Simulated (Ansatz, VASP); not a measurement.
**Two plane-wave programs on C**

INCAR

```
PREC = Accurate
ENCUT = 520
EDIFF = 1E-6
ISMEAR = -1
SIGMA = 0.01
LREAL = False
LASPH = True
NELM = 200
ALGO = Normal
ISIF = 2
LWAVE = False
LCHARG = False
ISPIN = 2
MAGMOM = 0.01
LORBIT = 11
GGA = RP
NBANDS = 12
ISYM = 0
GGA_COMPAT = False
```

The input KPOINTS:

```
Automatic mesh
0
Gamma
  1 1 1
```

POSCAR

```
C
1.0
   14.0000000000      0.0000000000      0.0000000000
    0.0000000000     14.4000000000      0.0000000000
    0.0000000000      0.0000000000     14.8000000000
C
1
Direct
    0.5000000000      0.5000000000      0.5000000000
```

Input for Ansatz:

```yaml
crystal:
  lattice:
    - [14.0, 0.0, 0.0]
    - [0.0, 14.4, 0.0]
    - [0.0, 0.0, 14.8]
  atoms:
    - { symbol: C, position: [0.5, 0.5, 0.5], spin: 0.01 }
  symmetry: { detect: false, time_reversal: true }
hamiltonian:
  xc: rpbe
  pseudopotentials:
    kind: paw
    azcp:
      C: "pseudopotentials/C.paw.azcp"
basis:
  ecutwfc: 420
  fft_grid_basis: typed
kpoints:
  mp_grid: { grid: [1, 1, 1], shift: [0, 0, 0] }
magnetization:
  spin_polarized: true
scf:
  occupations: { method: fermi_dirac, width: 0.01 }
output:
  write_density: true
  write_potential: true
  elf: true
  volumetric_format: npy
```

Alike in both runs: task single point; functional RPBE; k mesh 1 × 1 × 1; occupations fermi-dirac, width 0.01 eV; collinear spin.

|  | VASP | Ansatz |
| --- | --- | --- |
| version | VASP 6.6.1 | Ansatz 0.2.0 |
| potentials or method | VASP PAW PBE potentials, release 64 (C), cutoff 520 eV | plane waves (420 eV) with PAW, scalar-relativistic |
| valence electrons in the cell | 4 | 4 |

|  | VASP | Ansatz | Ansatz less VASP |
| --- | --- | --- | --- |
| gap on the k mesh at the Fermi level (eV) | 0.64 | 0.62 | -0.023 |
| net moment per atom (μB) | 2.00 | 2.00 | 0.000 |
| size of the moment on the site where the two differ most (μB) | 0.98 | 2.00 | +1.015 |

VASP's potentials were made for PBE, not for RPBE. Site moments also hang on the region over which each program counts them. Ansatz's warnings: xc potential rough in thin density.
